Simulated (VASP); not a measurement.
BP:

```
CELL_PARAMETERS angstrom
0.00000 2.26900 2.26900
2.26900 0.00000 2.26900
2.26900 2.26900 0.00000
ATOMIC_POSITIONS crystal
B 0.00000 0.00000 0.00000
P 0.75000 0.75000 0.75000
```

Base run:

- Program: VASP 6.6.1
- Functional: PBE
- Potentials or basis: VASP PAW PBE potentials, release 64 (B, P)
- Cutoff: 520 eV
- k mesh: 6 × 6 × 6
- Occupations: fermi-dirac, width 0.08 eV
- Spin: no spin polarisation

Its results: band gap on the k mesh 1.33 eV, indirect (least direct gap 3.40 eV); pressure 1.0 GPa.

Q: After a change of settings the same cell gave: band gap on the k mesh 1.26 eV, indirect (least direct gap 3.40 eV); pressure 0.9 GPa. Which change was it?
A. k mesh from 6 × 6 × 6 to 4 × 4 × 4; further incar settings from ALGO = Normal; EDIFF = 1e-06; NBANDS = 11 to ALGO = Normal; EDIFF = 1e-08; NBANDS = 11
B. k mesh from 6 × 6 × 6 to 9 × 9 × 9
C. k mesh from 6 × 6 × 6 to 4 × 4 × 4; further incar settings from ALGO = Normal; EDIFF = 1e-06; NBANDS = 11 to ALGO = Normal; EDIFF = 1e-07; NBANDS = 11

A: B.
